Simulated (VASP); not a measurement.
Runs of VASP 6.6.1 on Br. The structure is that of space group Pm-3m (No. 221), or close to it. The cells are those of the table. 

| task | cell | cutoff (eV) | gap on the mesh (eV) | pressure (GPa) |
| --- | --- | --- | --- | --- |
| single point | a = 2.844 Å, 1 atom | 520 | none | 15.0 |
| single point | a = 3.097 Å, 1 atom | 520 | none | 0.0 |
| relaxation of cell and atoms | relaxed from a = 3.060 Å, 1 atom | 600 | none | 0.0 |
| single point | a = 2.732 Å, 1 atom | 520 | none | (a) |
| relaxation of cell and atoms | relaxed to 45 GPa from a = 3.060 Å, 1 atom | 600 | none | 44.8 |
| relaxation of cell and atoms | relaxed to 15 GPa from a = 3.060 Å, 1 atom | 600 | none | 15.0 |
| relaxation of cell and atoms | relaxed to 30 GPa from a = 3.060 Å, 1 atom | 600 | none | 30.1 |
| single point | a = 2.657 Å, 1 atom | 520 | none | 45.0 |

Alike in all rows: level PBE; potentials or basis VASP PAW PBE potentials, release 64 (Br); no spin polarisation; k mesh 14 × 14 × 14; smearing gaussian 0.02 eV.

Estimate the missing entries.

(a) 30.0.

Caveats: an odd number of electrons without spin polarisation forces a metal; a magnetic or distorted state may lie lower; the cell stands under pressure (at least some runs); the cell is relaxed towards a set pressure, so the run minimises the enthalpy, not the energy (at least some runs).

A k mesh can miss the band edges, and the runs leave out spin-orbit coupling on Br.

A gap of «none» marks levels without a gap at the run's occupations.
